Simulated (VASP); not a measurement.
# Al6H in VASP: notebook

The runs below take Al6H through single point, with PBE.

Program: VASP 6.6.1. These are calculated values, not measurements. Logs are shortened: lines on timing, memory, paths and dates and some standing lists are left out, and cuts for length are marked.

**1. The cell of the first run**

The cell holds a slab with vacuum, 14 atoms: a = 5.714 Å, b = 5.714 Å, c = 22.602 Å, α = 90.00°, β = 90.00°, γ = 120.00°.

**2. Single point, PBE**

Contents of INCAR:

```
PREC = Accurate ; ENCUT = 520
EDIFF = 1E-6 ; ISMEAR = 0
SIGMA = 0.1 ; LREAL = F
LASPH = T ; NELM = 100
ALGO = Normal ; ISIF = 2
LWAVE = F ; LCHARG = T
LDIPOL = T ; IDIPOL = 3
DIPOL = 0.5 0.5 0.304 ; GGA = PE
LELF = T ; LVHAR = T
LVACPOTAV = T ; NBANDS = 32
```

Contents of KPOINTS:

```
Automatic mesh
0
Gamma
  6 6 1
```

Contents of POSCAR:

```
Al6H
1.0
    5.7143028096      0.0000000000      0.0000000000
   -2.8571514048      4.9487313980      0.0000000000
    0.0000000000      0.0000000000     22.6016424997
Al H
12 2
Direct
    0.3333333333      0.1666666667      0.1769782882
    0.3333333333      0.6666666667      0.1769782882
    0.8333333333      0.1666666667      0.1769782882
    0.8333333333      0.6666666667      0.1769782882
    0.1666666667      0.3333333333      0.2787817902
    0.1666666667      0.8333333333      0.2787817902
    0.6666666667      0.3333333333      0.2787817902
    0.6666666667      0.8333333333      0.2787817902
    0.0000000000      0.0000000000      0.3805759913
    0.0000000000      0.5000000000      0.3805759913
    0.5000000000      0.0000000000      0.3805759913
    0.5000000000      0.5000000000      0.3805759913
    0.2764585035      0.1666666667      0.4571191010
    0.3902081632      0.1666666667      0.4571191010
```

Potentials or basis: VASP PAW PBE potentials, release 64 (Al, H).

On the command line:

```bash
$ cat potpaw_PBE.64/Al/POTCAR potpaw_PBE.64/H/POTCAR > POTCAR
$ mpirun -np 1 vasp_std > vasp.out
```

OUTCAR:

```text
PREC = Accurate
   ENCUT = 520
   EDIFF = 1E-6
   ISMEAR = 0
   LREAL = F
   LASPH = T
   NELM = 100
   ISIF = 2
   GGA = PE

 ion  position               nearest neighbor table
   1  0.333  0.167  0.177-   5 2.83   6 2.83   7 2.83   4 2.86   2 2.86   2 2.86   4 2.86   3 2.86
                             3 2.86
   2  0.333  0.667  0.177-   6 2.83   5 2.83   8 2.83   3 2.86   1 2.86   1 2.86   3 2.86   4 2.86
                             4 2.86
   3  0.833  0.167  0.177-   7 2.83   8 2.83   5 2.83   4 2.86   2 2.86   4 2.86   2 2.86   1 2.86
                             1 2.86
   4  0.833  0.667  0.177-   8 2.83   7 2.83   6 2.83   3 2.86   1 2.86   3 2.86   1 2.86   2 2.86
                             2 2.86
   5  0.167  0.333  0.279-   9 2.83  12 2.83  10 2.83   1 2.83   2 2.83   3 2.83   8 2.86   6 2.86
                             6 2.86   8 2.86   7 2.86   7 2.86
   6  0.167  0.833  0.279-  10 2.83  11 2.83   9 2.83   2 2.83   1 2.83   4 2.83   7 2.86   5 2.86
                             5 2.86   7 2.86   8 2.86   8 2.86
   7  0.667  0.333  0.279-  11 2.83  10 2.83  12 2.83   3 2.83   4 2.83   1 2.83   8 2.86   6 2.86
                             8 2.86   6 2.86   5 2.86   5 2.86
   8  0.667  0.833  0.279-  12 2.83   9 2.83  11 2.83   4 2.83   3 2.83   2 2.83   7 2.86   5 2.86
                             7 2.86   5 2.86   6 2.86   6 2.86
   9  0.000  0.000  0.381-   5 2.83   8 2.83   6 2.83  10 2.86  12 2.86  10 2.86  12 2.86  11 2.86
                            11 2.86
  10  0.000  0.500  0.381-   6 2.83   7 2.83   5 2.83   9 2.86  11 2.86   9 2.86  11 2.86  12 2.86
                            12 2.86
  11  0.500  0.000  0.381-   7 2.83   6 2.83   8 2.83  10 2.86  12 2.86  12 2.86  10 2.86   9 2.86
                             9 2.86
  12  0.500  0.500  0.381-   8 2.83   5 2.83   7 2.83   9 2.86  11 2.86  11 2.86   9 2.86  10 2.86
                            10 2.86
  13  0.276  0.167  0.457-  14 0.65
  14  0.390  0.167  0.457-  13 0.65

  LATTYP: Found a hexagonal cell.
 ALAT       =     5.7143028096
 C/A-ratio  =     3.9552756045

  Lattice vectors:

 A1 = (   5.7143028096,   0.0000000000,   0.0000000000)
 A2 = (  -2.8571514048,   4.9487313980,   0.0000000000)
 A3 = (   0.0000000000,   0.0000000000,  22.6016424997)

Analysis of symmetry for initial positions (statically):
=====================================================================
 Subroutine PRICEL returns:
 Original cell was already a primitive cell.

 Routine SETGRP: Setting up the symmetry group for a
 hexagonal supercell.

 Subroutine GETGRP returns: Found  2 space group operations
 (whereof  1 operations were pure point group operations)
 out of a pool of 24 trial point group operations.

The static configuration has the point symmetry C_1 .
[... 151 lines left out ...]
   LORBIT       =      0    0 simple, 1 ext, 2 COOP (PROOUT), +10 PAW based schemes
   GGA     = PE    functional components
   LHFCALC =     F    Hartree Fock is set to
   AEXX    =    0.0000 exact exchange contribution
   IVDW    =     0    specifies the selected vdW correction
   LEPSILON=     F    determine dielectric tensor
   LRPA    =     F    only Hartree local field effects (RPA)
 non-spin polarized calculation
 Gauss-broadening in eV      SIGMA  =   0.10
  energy-cutoff  :      520.00
  volume of cell :      639.14
 maximum number of plane-waves:     17305
   NGX = 21   NGY = 21   NGZ = 85

 dipolmoment           0.000000      0.000000      0.000019 electrons x Angstroem

 number of electron      38.0000001 magnetization

 dipolmoment           0.000000      0.000000     -0.043032 electrons x Angstroem

 Free energy of the ion-electron system (eV)
  ---------------------------------------------------
  ext. energy  EPLUGINS =         0.00000000
  ---------------------------------------------------
  free energy    TOTEN  =       -47.66449228 eV

  energy without entropy =      -47.63505845  energy(sigma->0) =      -47.64977537

 E-fermi :  -0.0915     XC(G=0):  -4.0480

 val. band max:       -0.1373372329   @ k =  -0.3333   0.1667   0.0000
 cond. band min:      -0.0550490367   @ k =  -0.3333   0.1667   0.0000
 fundamental gap:      0.0822881962
 Fermi energy:        -0.0915166001

 k-point     1 :       0.0000    0.0000    0.0000
  band No.  band energies     occupation
      1     -10.7655      2.00000
      2      -9.7690      2.00000
      3      -8.4554      2.00000
      4      -5.9189      2.00000
      5      -4.7881      2.00000
      6      -4.7861      2.00000
[... 431 lines left out ...]
     30       3.2002      0.00000
     31       3.3610      0.00000
 [bands above 31 left out]

------------------------ aborting loop because EDIFF is reached ----------------------------------------

  FORCE on cell =-STRESS in cart. coord.  units (eV):
  Direction    XX          YY          ZZ          XY          YZ          ZX
  --------------------------------------------------------------------------------------
  -------------------------------------------------------------------------------------
  Total        1.2549859     -2.6994026      4.4129867      0.0000000     -0.0391706      0.0000000
  in kB        3.1459535     -6.7667652     11.0623162      0.0000000     -0.0981915      0.0000000
  external PRESSURE =       2.4805015 kB  Pullay stress =       0.0000000 kB

 VOLUME and BASIS-vectors are now :
 -----------------------------------------------------------------------------
  energy-cutoff  :      520.00
  volume of cell :      639.14
      direct lattice vectors                 reciprocal lattice vectors
     5.714302810  0.000000000  0.000000000     0.174999476  0.101035995  0.000000000
    -2.857151405  4.948731398  0.000000000     0.000000000  0.202071990  0.000000000
     0.000000000  0.000000000 22.601642500     0.000000000  0.000000000  0.044244572

 POSITION                                       TOTAL-FORCE (eV/Angst)
 -----------------------------------------------------------------------------------
      1.42858      0.82479      4.00000         0.000000      0.000467     -0.035539
     -0.00000      3.29915      4.00000        -0.060392     -0.039302     -0.092689
      4.28573      0.82479      4.00000         0.000000      0.077811     -0.086710
      2.85715      3.29915      4.00000         0.060392     -0.039302     -0.092689
      0.00000      1.64958      6.30093         0.019982      0.011332     -0.038824
     -1.42858      4.12394      6.30093         0.000000      0.024616     -0.032465
      2.85715      1.64958      6.30093        -0.019982      0.011332     -0.038824
      1.42858      4.12394      6.30093        -0.000000     -0.002599      0.080222
      0.00000      0.00000      8.60164        -0.399660     -0.225307     -0.506607
     -1.42858      2.47437      8.60164         0.000000     -0.008405      0.125122
      2.85715      0.00000      8.60164         0.399660     -0.225307     -0.506607
      1.42858      2.47437      8.60164        -0.000000      0.378675     -0.489749
      1.10358      0.82479     10.33164        -5.586417      0.017994      0.857680
      1.75358      0.82479     10.33164         5.586417      0.017994      0.857680
 -----------------------------------------------------------------------------------
    total drift:                               -0.000000     -0.000020     -0.000256

  FREE ENERGIE OF THE ION-ELECTRON SYSTEM (eV)
  ---------------------------------------------------
  free  energy   TOTEN  =       -47.6644922831 eV

  energy  without entropy=      -47.6350584518  energy(sigma->0) =      -47.64977537

 vacuum level on the upper side and lower side of the slab         3.632         3.907
```

Wall time 12 min (1 thread of Intel Xeon Platinum 8488C (Sapphire Rapids), shared host); peak memory 0.69 GiB.

What came out:

| Quantity | Value |
| --- | --- |
| Free energy | -47.6645 eV |
| Largest force | 5.652 eV/Å |
| Band gap on the k mesh | zero (bands 19 and 20 overlap by 0.90 eV) |

Forces in eV/Å, atoms in the order of the input:
```
Al   0.000  0.000 -0.036
Al  -0.060 -0.039 -0.093
Al   0.000  0.078 -0.087
Al   0.060 -0.039 -0.093
Al   0.020  0.011 -0.039
Al   0.000  0.025 -0.032
Al  -0.020  0.011 -0.039
Al   0.000 -0.003  0.080
Al  -0.400 -0.225 -0.507
Al   0.000 -0.008  0.125
Al   0.400 -0.225 -0.507
Al   0.000  0.379 -0.490
H   -5.586  0.018  0.858
H    5.586  0.018  0.858
```

**3. Single point, PBE**

Contents of INCAR:

```
SYSTEM = Al6H
  PREC = Accurate
  ENCUT = 520
  EDIFF = 1E-7
  ISMEAR = 0
  SIGMA = 0.1
  LREAL = .False.
  LASPH = .True.
  NELM = 80
  ALGO = Normal
  ISIF = 2
  LWAVE = .False.
  LCHARG = .False.
  LDIPOL = .True.
  IDIPOL = 3
  DIPOL = 0.5 0.5 0.310
  GGA = PE
  NBANDS = 32
```

Contents of KPOINTS:

```
Automatic mesh
0
Gamma
  6 6 1
  0 0 0
```

POSCAR: that of step 2 with these lines changed.

```diff
@@ -20,3 +20,3 @@
     0.5000000000      0.5000000000      0.3805759913
-    0.2764585035      0.1666666667      0.4571191010
-    0.3902081632      0.1666666667      0.4571191010
+    0.2764585035      0.1666666667      0.4956118786
+    0.3902081632      0.1666666667      0.4956118786
```

Potentials or basis: VASP PAW PBE potentials, release 64 (Al, H).

On the command line:

```bash
$ cat potpaw_PBE.64/Al/POTCAR potpaw_PBE.64/H/POTCAR > POTCAR
$ mpirun -np 1 vasp_std > vasp.out
```

OUTCAR:

```text
SYSTEM = Al6H
   PREC = Accurate
   ENCUT = 520
   EDIFF = 1E-7
   ISMEAR = 0
   LREAL = .False.
   LASPH = .True.
   NELM = 80
   ISIF = 2
   GGA = PE

 ion  position               nearest neighbor table
   1  0.333  0.167  0.177-   5 2.83   6 2.83   7 2.83   4 2.86   2 2.86   2 2.86   4 2.86   3 2.86
                             3 2.86
   2  0.333  0.667  0.177-   6 2.83   5 2.83   8 2.83   3 2.86   1 2.86   1 2.86   3 2.86   4 2.86
                             4 2.86
   3  0.833  0.167  0.177-   7 2.83   8 2.83   5 2.83   4 2.86   2 2.86   4 2.86   2 2.86   1 2.86
                             1 2.86
   4  0.833  0.667  0.177-   8 2.83   7 2.83   6 2.83   3 2.86   1 2.86   3 2.86   1 2.86   2 2.86
                             2 2.86
   5  0.167  0.333  0.279-   9 2.83  12 2.83  10 2.83   1 2.83   2 2.83   3 2.83   8 2.86   6 2.86
                             6 2.86   8 2.86   7 2.86   7 2.86
   6  0.167  0.833  0.279-  10 2.83  11 2.83   9 2.83   2 2.83   1 2.83   4 2.83   7 2.86   5 2.86
                             5 2.86   7 2.86   8 2.86   8 2.86
   7  0.667  0.333  0.279-  11 2.83  10 2.83  12 2.83   3 2.83   4 2.83   1 2.83   8 2.86   6 2.86
                             8 2.86   6 2.86   5 2.86   5 2.86
[... 672 lines left out ...]
  -------------------------------------------------------------------------------------
  Total        0.2471565     -2.9670185      1.2662332      0.0000000      0.0100951      0.0000000
  in kB        0.6195630     -7.4376153      3.1741478      0.0000000      0.0253061      0.0000000
  external PRESSURE =      -1.2146348 kB  Pullay stress =       0.0000000 kB

 VOLUME and BASIS-vectors are now :
 -----------------------------------------------------------------------------
  energy-cutoff  :      520.00
  volume of cell :      639.14
      direct lattice vectors                 reciprocal lattice vectors
     5.714302810  0.000000000  0.000000000     0.174999476  0.101035995  0.000000000
    -2.857151405  4.948731398  0.000000000     0.000000000  0.202071990  0.000000000
     0.000000000  0.000000000 22.601642500     0.000000000  0.000000000  0.044244572

 POSITION                                       TOTAL-FORCE (eV/Angst)
 -----------------------------------------------------------------------------------
      1.42858      0.82479      4.00000         0.000000      0.001446     -0.013057
     -0.00000      3.29915      4.00000        -0.008504     -0.006534     -0.006570
      4.28573      0.82479      4.00000         0.000000      0.012039     -0.005591
      2.85715      3.29915      4.00000         0.008504     -0.006534     -0.006570
      0.00000      1.64958      6.30093         0.014671     -0.004971     -0.023060
     -1.42858      4.12394      6.30093         0.000000      0.015436     -0.024843
      2.85715      1.64958      6.30093        -0.014671     -0.004971     -0.023060
      1.42858      4.12394      6.30093         0.000000     -0.001927      0.026923
      0.00000      0.00000      8.60164        -0.015457     -0.016389     -0.120843
     -1.42858      2.47437      8.60164         0.000000      0.003752      0.022098
      2.85715      0.00000      8.60164         0.015457     -0.016389     -0.120843
      1.42858      2.47437      8.60164         0.000000      0.017238     -0.111166
      1.10358      0.82479     11.20164        -4.933417      0.003903      0.203291
      1.75358      0.82479     11.20164         4.933417      0.003903      0.203291
 -----------------------------------------------------------------------------------
    total drift:                               -0.000000      0.000013     -0.000108

  FREE ENERGIE OF THE ION-ELECTRON SYSTEM (eV)
  ---------------------------------------------------
  free  energy   TOTEN  =       -48.5451469175 eV

  energy  without entropy=      -48.5123479464  energy(sigma->0) =      -48.52874743

 vacuum level on the upper side and lower side of the slab         3.663         3.782
```

stdout:

```text
POSCAR found type information on POSCAR AlH
 POSCAR found :  2 types and      14 ions
 scaLAPACK will be used
 LDA part: xc-table for (Slater+PW92), standard interpolation
 POSCAR, INCAR and KPOINTS ok, starting setup
 FFT: planning ... GRIDC
 FFT: planning ... GRID_SOFT
 FFT: planning ... GRID
 WAVECAR not read
 entering main loop
```

It took 11 min on 1 thread of Intel Xeon Platinum 8488C (Sapphire Rapids), shared host; peak memory 0.71 GiB.

What came out:

```
Free energy            : -48.5451 eV
Largest force          : 4.938 eV/Å
Band gap on the k mesh : zero (bands 19 and 20 overlap by 1.01 eV)
```

Forces on the atoms (eV/Å):
```
Al   0.000  0.001 -0.013
Al  -0.009 -0.007 -0.007
Al   0.000  0.012 -0.006
Al   0.009 -0.007 -0.007
Al   0.015 -0.005 -0.023
Al   0.000  0.015 -0.025
Al  -0.015 -0.005 -0.023
Al   0.000 -0.002  0.027
Al  -0.015 -0.016 -0.121
Al   0.000  0.004  0.022
Al   0.015 -0.016 -0.121
Al   0.000  0.017 -0.111
H   -4.933  0.004  0.203
H    4.933  0.004  0.203
```

The gap in the log of VASP goes by the Fermi energy; the results here count the filled bands.